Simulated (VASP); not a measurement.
Runs of VASP 6.6.1 on Pt. The structure is that of space group Im-3m (No. 229), or close to it. The cells are those of the table. 

```tsv
cell	gap on the mesh (eV)	pressure (GPa)
a = 2.792 Å, angles 109.5°, 1 atom	none	-20.9
a = 2.744 Å, angles 109.5°, 1 atom	none	-11.3
a = 2.719 Å, angles 109.5°, 1 atom	none	-5.1
a = 2.694 Å, angles 109.5°, 1 atom	none	2.3
a = 2.815 Å, angles 109.5°, 1 atom	none	(b)
a = 2.669 Å, angles 109.5°, 1 atom	none	11.2
a = 2.768 Å, angles 109.5°, 1 atom	none	(a)
```

Alike in all rows: task single point; level PBEsol; potentials or basis VASP PAW PBE potentials, release 64 (Pt); no spin polarisation; k mesh 10 × 10 × 10; cutoff (eV) 520; smearing fermi-dirac 0.05 eV.

Problem. Fill in the values left out.

Solution. (a) -16.5; (b) -24.5.

Caveats: the PAW data sets were made with another functional, which shifts forces and pressure a little; spin-orbit coupling is left out, which moves the levels of the heavy elements.

A k mesh can miss the band edges, and the runs leave out spin-orbit coupling on Pt.

A gap of «none» marks levels without a gap at the run's occupations.
